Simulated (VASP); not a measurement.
# CoSn (P-62m) in VASP: further runs

CoSn is run at these levels: PBEsol; tasks: single point.

All numbers are computed with VASP 6.6.1; they aren't measurements. Logs are shortened: lines on timing, memory, paths and dates and some standing lists are left out, and cuts for length are marked.

## Step 1: The cell of the first run

It takes space group P-62m (No. 189, hexagonal). Conventional cell: a = 5.220 Å, b = 5.220 Å, c = 4.168 Å, α = 90.00°, β = 90.00°, γ = 120.00°. Within 3.3 Å of Co (site symmetry m2m) lie 6 Sn at 2.50 to 2.71 Å and 4 Co at 2.62 Å. Within 3.4 Å of Sn (site symmetry -6) lie 6 Co at 2.57 Å and 3 Sn at 3.01 Å. Within 3.3 Å of Sn (site symmetry -62m) lie 6 Co at 2.50 to 2.71 Å.

## Step 2: Single point, PBEsol (atoms displaced along a vibrational mode)

File INCAR:

```
  PREC = Accurate
  ENCUT = 520
  EDIFF = 1E-6
  ISMEAR = 0
  SIGMA = 0.15
  LREAL = False
  LASPH = True
  NELM = 100
  ALGO = Fast
  ISIF = 2
  LWAVE = False
  LCHARG = False
  GGA = PS
  NBANDS = 44
```

File KPOINTS:

```
Automatic mesh
0
Gamma
  12 12 12
```

File POSCAR:

```
CoSn
1.0
    5.2197158240      0.0000000000      0.0000000000
   -2.6098579120      4.5204065041      0.0000000000
    0.0000000000      0.0000000000      4.1684718855
Co Sn
3 3
Direct
    0.0000000000      0.5201160376      0.0000000000
    0.4798839624      0.4798839624      0.0000000000
    0.5201160376      0.0000000000      0.0000000000
    0.6666666667      0.3333333333      0.5000000000
    0.3333333333      0.6666666667      0.5000000000
    0.0000000000      0.0000000000      0.0000000000
```

Potentials or basis: VASP PAW PBE potentials, release 64 (Co, Sn_d).

On the command line:

```bash
> cat potpaw_PBE.64/Co/POTCAR potpaw_PBE.64/Sn_d/POTCAR > POTCAR
> mpirun -np 1 vasp_std > vasp.out
```

OUTCAR:

```text
PREC = Accurate
   ENCUT = 520
   EDIFF = 1E-6
   ISMEAR = 0
   LREAL = False
   LASPH = True
   NELM = 100
   ISIF = 2
   GGA = PS

 ion  position               nearest neighbor table
   1  0.000  0.520  0.000-   6 2.50   5 2.57   5 2.57   4 2.57   4 2.57   3 2.62   3 2.62   2 2.62
                             2 2.62   6 2.71
   2  0.480  0.480  0.000-   6 2.50   5 2.57   5 2.57   4 2.57   4 2.57   3 2.62   3 2.62   1 2.62
                             1 2.62   6 2.71
   3  0.520  0.000  0.000-   6 2.50   4 2.57   4 2.57   5 2.57   5 2.57   1 2.62   2 2.62   2 2.62
                             1 2.62   6 2.71
   4  0.667  0.333  0.500-   3 2.57   3 2.57   1 2.57   1 2.57   2 2.57   2 2.57   5 3.01   5 3.01
                             5 3.01   6 3.66   6 3.66   6 3.66   6 3.66   6 3.66   6 3.66
   5  0.333  0.667  0.500-   1 2.57   1 2.57   3 2.57   3 2.57   2 2.57   2 2.57   4 3.01   4 3.01
                             4 3.01   6 3.66   6 3.66   6 3.66   6 3.66   6 3.66   6 3.66
   6  0.000  0.000  0.000-   1 2.50   2 2.50   3 2.50   1 2.71   2 2.71   3 2.71   5 3.66   4 3.66
                             5 3.66   4 3.66   5 3.66   4 3.66   4 3.66   5 3.66   4 3.66   5 3.66

  LATTYP: Found a hexagonal cell.
 ALAT       =     5.2197158240
 C/A-ratio  =     0.7986013082

  Lattice vectors:

 A1 = (   5.2197158240,   0.0000000000,   0.0000000000)
 A2 = (  -2.6098579120,   4.5204065041,   0.0000000000)
 A3 = (   0.0000000000,   0.0000000000,   4.1684718855)

Analysis of symmetry for initial positions (statically):
=====================================================================
 Subroutine PRICEL returns:
 Original cell was already a primitive cell.

 Routine SETGRP: Setting up the symmetry group for a
 hexagonal supercell.

 Subroutine GETGRP returns: Found 12 space group operations
 (whereof 12 operations were pure point group operations)
 out of a pool of 24 trial point group operations.

The static configuration has the point symmetry D_3h.

Analysis of symmetry for dynamics (positions and initial velocities):
=====================================================================
 Subroutine PRICEL returns:
 Original cell was already a primitive cell.

 Routine SETGRP: Setting up the symmetry group for a
 hexagonal supercell.

 Subroutine GETGRP returns: Found 12 space group operations
 (whereof 12 operations were pure point group operations)
 out of a pool of 24 trial point group operations.

The dynamic configuration has the point symmetry D_3h.

 Subroutine INISYM returns: Found 12 space group operations
 (whereof 12 operations are pure point group operations),
 and found     1 'primitive' translations
[... 103 lines left out ...]
   EDIFF  = 0.1E-05   stopping-criterion for ELM
   LREAL  =      F    real-space projection
   EDIFFG = 0.1E-04   stopping-criterion for IOM
   NSW    =      0    number of steps for IOM
   IBRION =     -1    ionic relax: 0-MD 1-quasi-New 2-CG
   NFREE  =      0    steps in history (QN), initial steepest desc. (CG)
   ISIF   =      2    stress and relaxation
   ISYM   =      2    0-nonsym 1-usesym 2-fastsym
   POTIM  = 0.5000    time-step for ionic-motion
   TEBEG  =    0.0;   TEEND  =   0.0 temperature during run
   PSTRESS=    0.0 pullay stress
   NELECT =      69.0000    total number of electrons
   NUPDOWN=      -1.0000    fix difference up-down
   EMIN   =  10.00;   EMAX   =-10.00  energy-range for DOS
   EFERMI =   0.00;   METHOD = LEGACY
   ISMEAR =     0;   SIGMA  =   0.15  broadening in eV -4-tet -1-fermi 0-gaus
   EFERMI_NEDOS =   21; number of points for ismear=-14 and -15
   IALGO  =     68    algorithm
   IMIX   =      4    mixing-type and parameters
     AMIX     =   0.40;   BMIX     =  1.00
     AMIX_MAG =   1.60;   BMIX_MAG =  1.00
  volume/ion in A,a.u.               =      16.39       110.62
  Fermi-wavevector in a.u.,A,eV,Ry     =   1.454646  2.748883 28.789877  2.115996
  Thomas-Fermi vector in A             =   2.571773
   LORBIT       =      0    0 simple, 1 ext, 2 COOP (PROOUT), +10 PAW based schemes
   GGA     = PS    functional components
   LHFCALC =     F    Hartree Fock is set to
   AEXX    =    0.0000 exact exchange contribution
   IVDW    =     0    specifies the selected vdW correction
   LEPSILON=     F    determine dielectric tensor
   LRPA    =     F    only Hartree local field effects (RPA)
 non-spin polarized calculation
 RMM-DIIS sequential band-by-band and
 Gauss-broadening in eV      SIGMA  =   0.15
  energy-cutoff  :      520.00
  volume of cell :       98.36
 maximum number of plane-waves:      2674
 NGX is ok and might be reduce to    40
   NGX = 19   NGY = 19   NGZ = 15

 number of electron      68.9999994 magnetization

 Free energy of the ion-electron system (eV)
  ---------------------------------------------------
  ext. energy  EPLUGINS =         0.00000000
  ---------------------------------------------------
  free energy    TOTEN  =       -36.94406679 eV

  energy without entropy =      -36.90866096  energy(sigma->0) =      -36.92636388

 E-fermi :  10.1826     XC(G=0): -12.0951

 val. band max:       10.1696365992   @ k =   0.4167   0.1667   0.3333
 cond. band min:      10.1858583078   @ k =   0.1667   0.0833   0.3333
 fundamental gap:      0.0162217086
 Fermi energy:        10.1825574038

 k-point     1 :       0.0000    0.0000    0.0000
  band No.  band energies     occupation
      1     -11.1543      2.00000
      2     -11.1010      2.00000
      3     -11.1010      2.00000
      4     -11.0428      2.00000
      5     -11.0428      2.00000
      6     -11.0093      2.00000
[... 1117 lines left out ...]
     43      14.8918      0.00000
     44      16.3450      0.00000

 [... further k-points ...]
[... 5 lines left out ...]
  --------------------------------------------------------------------------------------
  -------------------------------------------------------------------------------------
  Total        0.4543951      0.4543951     -0.2547360      0.0000000      0.0000000     -0.0000000
  in kB        7.4018967      7.4018967     -4.1495366      0.0000000      0.0000000     -0.0000000
  external PRESSURE =       3.5514189 kB  Pullay stress =       0.0000000 kB

 VOLUME and BASIS-vectors are now :
 -----------------------------------------------------------------------------
  energy-cutoff  :      520.00
  volume of cell :       98.36
      direct lattice vectors                 reciprocal lattice vectors
     5.219715824  0.000000000  0.000000000     0.191581311  0.110609521  0.000000000
    -2.609857912  4.520406504  0.000000000     0.000000000  0.221219043  0.000000000
     0.000000000  0.000000000  4.168471885     0.000000000  0.000000000  0.239896064

 POSITION                                       TOTAL-FORCE (eV/Angst)
 -----------------------------------------------------------------------------------
     -1.35743      2.35114      0.00000         0.150566     -0.260788     -0.000000
      1.25243      2.16927      0.00000         0.150566      0.260788      0.000000
      2.71486      0.00000      0.00000        -0.301132     -0.000000     -0.000000
      2.60986      1.50680      2.08424        -0.000000     -0.000000     -0.000000
     -0.00000      3.01360      2.08424        -0.000000     -0.000000     -0.000000
      0.00000      0.00000      0.00000        -0.000000     -0.000000     -0.000000
 -----------------------------------------------------------------------------------
    total drift:                                0.000002      0.000003     -0.000000

  FREE ENERGIE OF THE ION-ELECTRON SYSTEM (eV)
  ---------------------------------------------------
  free  energy   TOTEN  =       -36.9440667909 eV

  energy  without entropy=      -36.9086609625  energy(sigma->0) =      -36.92636388
```

OSZICAR:

```text
N       E                     dE             d eps       ncg     rms          rms(c)
DAV:   1     0.697058591713E+03    0.69706E+03   -0.31300E+04 11784   0.251E+03
DAV:   2     0.705326370256E+02   -0.62653E+03   -0.60676E+03 11704   0.609E+02
DAV:   3    -0.344219225717E+02   -0.10495E+03   -0.10173E+03 11928   0.226E+02
DAV:   4    -0.399210922203E+02   -0.54992E+01   -0.54546E+01 13304   0.580E+01
DAV:   5    -0.400898057889E+02   -0.16871E+00   -0.16864E+00 16020   0.928E+00    0.164E+01
RMM:   6    -0.422464994432E+02   -0.21567E+01   -0.36403E+01 12690   0.409E+01    0.174E+01
RMM:   7    -0.372696007961E+02    0.49769E+01   -0.11140E+01 12646   0.250E+01    0.469E+00
RMM:   8    -0.369423172757E+02    0.32728E+00   -0.88287E-01 13529   0.512E+00    0.907E-01
RMM:   9    -0.369426075811E+02   -0.29031E-03   -0.17218E-01 16498   0.229E+00    0.289E-01
RMM:  10    -0.369436847967E+02   -0.10772E-02   -0.33367E-02 18517   0.986E-01    0.178E-01
RMM:  11    -0.369439494843E+02   -0.26469E-03   -0.60882E-03 19549   0.460E-01    0.117E-01
RMM:  12    -0.369440284159E+02   -0.78932E-04   -0.13831E-03 20488   0.184E-01    0.322E-02
RMM:  13    -0.369440595307E+02   -0.31115E-04   -0.31205E-04 21220   0.812E-02    0.174E-02
RMM:  14    -0.369440640785E+02   -0.45479E-05   -0.60966E-05 18658   0.408E-02    0.696E-03
RMM:  15    -0.369440663966E+02   -0.23181E-05   -0.22667E-05 16717   0.210E-02    0.288E-03
RMM:  16    -0.369440667909E+02   -0.39423E-06   -0.55338E-06  9063   0.126E-02
   1 F= -.36944067E+02 E0= -.36926364E+02  d E =-.354058E-01
```

stdout:

```text
POSCAR found type information on POSCAR CoSn
 POSCAR found :  2 types and       6 ions
 scaLAPACK will be used
 -----------------------------------------------------------------------------
|                                                                             |
|                                                                             |
|     You enforced a specific xc type in the INCAR file but a different       |
|     I HOPE YOU KNOW WHAT YOU ARE DOING!                                     |
|                                                                             |
 -----------------------------------------------------------------------------

 LDA part: xc-table for (Slater+PW92), standard interpolation
 POSCAR, INCAR and KPOINTS ok, starting setup
 FFT: planning ... GRIDC
 FFT: planning ... GRID_SOFT
 FFT: planning ... GRID
 WAVECAR not read
 entering main loop
WARNING in EDDRMM: call to ZHEGV failed, returncode =   8  4     41
WARNING in EDDRMM: call to ZHEGV failed, returncode =   8  4     42
WARNING in EDDRMM: call to ZHEGV failed, returncode =   8  4     43
WARNING in EDDRMM: call to ZHEGV failed, returncode =   8  4     42
WARNING in EDDRMM: call to ZHEGV failed, returncode =   8  4     42
```

Wall time 14 min (1 thread of Oxide Virtual Turin-like, shared host); peak memory 0.51 GiB.

Results:

```yaml
Free_energy: -36.9441 eV
Pressure: 0.4 GPa
Largest_force: 0.301 eV/Å
Band_gap_on_the_k_mesh: zero (an odd number of electrons rules out a gap without spin polarisation)
```

Forces on the atoms (eV/Å):
```
Co   0.151 -0.261  0.000
Co   0.151  0.261  0.000
Co  -0.301  0.000  0.000
Sn   0.000  0.000  0.000
Sn   0.000  0.000  0.000
Sn   0.000  0.000  0.000
```

Caveat: the cell differs from its parent crystal (atoms displaced along a vibrational mode); the PAW data sets were made with another functional, which shifts forces and pressure a little; spin-orbit coupling is left out, which moves the levels of the heavy elements; the run has no spin polarisation, though such a crystal can be magnetic.

## Step 3: Single point, PBEsol (atoms displaced along a vibrational mode)

File INCAR:

```
SYSTEM = CoSn
  PREC = Accurate
  ENCUT = 520
  EDIFF = 1E-6
  ISMEAR = 0
  SIGMA = 0.15
  LREAL = .FALSE.
  LASPH = .TRUE.
  NELM = 80
  ALGO = Fast
  ISIF = 2
  LWAVE = .FALSE.
  LCHARG = .TRUE.
  GGA = PS
  LELF = .TRUE.
  LVHAR = .TRUE.
  NBANDS = 44
```

File KPOINTS:

```
Automatic mesh
0
G
  12 12 12
  0 0 0
```

POSCAR: that of step 2 with these lines changed.

```diff
@@ -8,5 +8,5 @@
 Direct
-    0.0000000000      0.5201160376      0.0000000000
-    0.4798839624      0.4798839624      0.0000000000
-    0.5201160376      0.0000000000      0.0000000000
+    0.0000000000      0.5143685983      0.0000000000
+    0.4856314017      0.4856314017      0.0000000000
+    0.5143685983      0.0000000000      0.0000000000
     0.6666666667      0.3333333333      0.5000000000
```

Potentials or basis: VASP PAW PBE potentials, release 64 (Co, Sn_d).

On the command line:

```bash
> cat potpaw_PBE.64/Co/POTCAR potpaw_PBE.64/Sn_d/POTCAR > POTCAR
> mpirun -np 1 vasp_std > vasp.out
```

OUTCAR:

```text
SYSTEM = CoSn
   PREC = Accurate
   ENCUT = 520
   EDIFF = 1E-6
   ISMEAR = 0
   LREAL = .FALSE.
   LASPH = .TRUE.
   NELM = 80
   ISIF = 2
   GGA = PS

 ion  position               nearest neighbor table
   1  0.000  0.514  0.000-   6 2.53   5 2.57   5 2.57   4 2.57   4 2.57   3 2.61   3 2.61   2 2.61
                             2 2.61   6 2.68
   2  0.486  0.486  0.000-   6 2.53   5 2.57   5 2.57   4 2.57   4 2.57   3 2.61   3 2.61   1 2.61
                             1 2.61   6 2.68
   3  0.514  0.000  0.000-   6 2.53   4 2.57   4 2.57   5 2.57   5 2.57   1 2.61   2 2.61   2 2.61
                             1 2.61   6 2.68
   4  0.667  0.333  0.500-   3 2.57   3 2.57   1 2.57   1 2.57   2 2.57   2 2.57   5 3.01   5 3.01
                             5 3.01   6 3.66   6 3.66   6 3.66   6 3.66   6 3.66   6 3.66
[... 1342 lines left out ...]
  Total        0.2014206      0.2014206     -0.0903503     -0.0000000      0.0000000      0.0000000
  in kB        3.2810522      3.2810522     -1.4717660     -0.0000000      0.0000000      0.0000000
  external PRESSURE =       1.6967794 kB  Pullay stress =       0.0000000 kB

 VOLUME and BASIS-vectors are now :
 -----------------------------------------------------------------------------
  energy-cutoff  :      520.00
  volume of cell :       98.36
      direct lattice vectors                 reciprocal lattice vectors
     5.219715824  0.000000000  0.000000000     0.191581311  0.110609521  0.000000000
    -2.609857912  4.520406504  0.000000000     0.000000000  0.221219043  0.000000000
     0.000000000  0.000000000  4.168471885     0.000000000  0.000000000  0.239896064

 POSITION                                       TOTAL-FORCE (eV/Angst)
 -----------------------------------------------------------------------------------
     -1.34243      2.32516      0.00000         0.083611     -0.144819      0.000000
      1.26743      2.19525      0.00000         0.083611      0.144819      0.000000
      2.68486      0.00000      0.00000        -0.167223     -0.000000      0.000000
      2.60986      1.50680      2.08424        -0.000000     -0.000000      0.000000
     -0.00000      3.01360      2.08424         0.000000     -0.000000      0.000000
      0.00000      0.00000      0.00000         0.000000     -0.000000      0.000000
 -----------------------------------------------------------------------------------
    total drift:                                0.000001      0.000002     -0.000000

  FREE ENERGIE OF THE ION-ELECTRON SYSTEM (eV)
  ---------------------------------------------------
  free  energy   TOTEN  =       -36.9646995651 eV

  energy  without entropy=      -36.9277446402  energy(sigma->0) =      -36.94622210
```

OSZICAR:

```text
N       E                     dE             d eps       ncg     rms          rms(c)
DAV:   1     0.696900038798E+03    0.69690E+03   -0.31301E+04 11768   0.251E+03
DAV:   2     0.704366732684E+02   -0.62646E+03   -0.60672E+03 11704   0.608E+02
DAV:   3    -0.344685933493E+02   -0.10491E+03   -0.10171E+03 11916   0.226E+02
DAV:   4    -0.399360693076E+02   -0.54675E+01   -0.54221E+01 13288   0.579E+01
DAV:   5    -0.401031664914E+02   -0.16710E+00   -0.16703E+00 15908   0.926E+00    0.163E+01
RMM:   6    -0.420913042549E+02   -0.19881E+01   -0.35542E+01 12667   0.404E+01    0.171E+01
RMM:   7    -0.372925770994E+02    0.47987E+01   -0.10843E+01 12651   0.247E+01    0.473E+00
RMM:   8    -0.369621695448E+02    0.33041E+00   -0.89636E-01 13519   0.519E+00    0.882E-01
RMM:   9    -0.369633348955E+02   -0.11654E-02   -0.17232E-01 16597   0.230E+00    0.305E-01
RMM:  10    -0.369643455515E+02   -0.10107E-02   -0.33641E-02 18412   0.992E-01    0.185E-01
RMM:  11    -0.369645592693E+02   -0.21372E-03   -0.63336E-03 19043   0.483E-01    0.119E-01
RMM:  12    -0.369646588070E+02   -0.99538E-04   -0.16408E-03 20411   0.199E-01    0.337E-02
RMM:  13    -0.369646925445E+02   -0.33737E-04   -0.37865E-04 21036   0.880E-02    0.188E-02
RMM:  14    -0.369646971454E+02   -0.46009E-05   -0.67766E-05 19091   0.406E-02    0.111E-02
RMM:  15    -0.369646992551E+02   -0.21097E-05   -0.21093E-05 16444   0.228E-02    0.423E-03
RMM:  16    -0.369646995651E+02   -0.31001E-06   -0.69406E-06 11581   0.152E-02
   1 F= -.36964700E+02 E0= -.36946222E+02  d E =-.369549E-01
```

It took 17 min on 1 thread of Oxide Virtual Turin-like, shared host; peak memory 0.51 GiB.

Results:

```yaml
Free_energy: -36.9647 eV
Pressure: 0.2 GPa
Largest_force: 0.167 eV/Å
Band_gap_on_the_k_mesh: zero (an odd number of electrons rules out a gap without spin polarisation)
```

Forces on the atoms (eV/Å):
```
Co   0.084 -0.145  0.000
Co   0.084  0.145  0.000
Co  -0.167  0.000  0.000
Sn   0.000  0.000  0.000
Sn   0.000  0.000  0.000
Sn   0.000  0.000  0.000
```

Stress tensor (GPa, compression positive):
```
 0.33  0.00  0.00
 0.00  0.33  0.00
 0.00  0.00 -0.15
```

Caveat: the cell differs from its parent crystal (atoms displaced along a vibrational mode); the PAW data sets were made with another functional, which shifts forces and pressure a little; spin-orbit coupling is left out, which moves the levels of the heavy elements; the run has no spin polarisation, though such a crystal can be magnetic. Spin polarisation is off, so any magnetic state and its effect on volume and gap are missing.

## Step 4: Single point, PBEsol (atoms displaced along a vibrational mode)

File INCAR:

```
SYSTEM = CoSn
PREC = Accurate
ENCUT = 520
EDIFF = 1E-6
ISMEAR = 0
SIGMA = 0.15
LREAL = .FALSE.
LASPH = .TRUE.
NELM = 100
ALGO = Fast
ISIF = 2
LWAVE = .FALSE.
LCHARG = .FALSE.
GGA = PS
NBANDS = 44
```

File KPOINTS:

```
regular mesh
0
G
  12 12 12
  0 0 0
```

POSCAR: that of step 3 with these lines changed.

```diff
@@ -8,5 +8,5 @@
 Direct
-    0.0000000000      0.5143685983      0.0000000000
-    0.4856314017      0.4856314017      0.0000000000
-    0.5143685983      0.0000000000      0.0000000000
+    0.0000000000      0.4770102427      0.0000000000
+    0.5229897573      0.5229897573      0.0000000000
+    0.4770102427      0.0000000000      0.0000000000
     0.6666666667      0.3333333333      0.5000000000
```

On the command line:

```bash
> cat potpaw_PBE.64/Co/POTCAR potpaw_PBE.64/Sn_d/POTCAR > POTCAR
> mpirun -np 1 vasp_std > vasp.out
```

Run time: 10 min. Hardware: 1 thread of Oxide Virtual Turin-like, shared host; peak memory 0.51 GiB.

The run converged. Its results:

```
Free energy            : -36.9286 eV
Pressure               : 0.5 GPa
Largest force          : 0.390 eV/Å
Band gap on the k mesh : zero (an odd number of electrons rules out a gap without spin polarisation)
```

Forces on the atoms (eV/Å):
```
Co  -0.195  0.338  0.000
Co  -0.195 -0.338  0.000
Co   0.390  0.000  0.000
Sn   0.000  0.000  0.000
Sn   0.000  0.000  0.000
Sn   0.000  0.000  0.000
```

Stress tensor (GPa, compression positive):
```
 1.02  0.00  0.00
 0.00  1.02  0.00
 0.00  0.00 -0.57
```

Levels at points of the mesh, in eV from the Fermi level:
| k point | band 31 | band 32 | band 33 | band 34 | band 35 | band 36 | band 37 | band 38 |
| --- | --- | --- | --- | --- | --- | --- | --- | --- |
| (0.00, 0.00, 0.00) | -0.55 | -0.55 | -0.44 | -0.44 | 0.41 | 0.69 | 1.37 | 1.37 |
| (0.50, 0.00, 0.00) | -0.78 | -0.48 | -0.45 | 0.70 | 1.05 | 1.82 | 1.87 | 2.63 |
| (0.00, 0.00, 0.50) | -0.98 | -0.83 | -0.52 | -0.52 | -0.49 | -0.49 | 0.15 | 0.47 |
| (0.50, 0.00, 0.50) | -1.00 | -0.73 | -0.59 | -0.54 | -0.53 | -0.08 | 0.53 | 1.27 |

Caveat: the cell differs from its parent crystal (atoms displaced along a vibrational mode); the PAW data sets were made with another functional, which shifts forces and pressure a little; spin-orbit coupling is left out, which moves the levels of the heavy elements; the run has no spin polarisation, though such a crystal can be magnetic. Spin polarisation is off, so any magnetic state and its effect on volume and gap are missing.

[end of part 1 of 2]
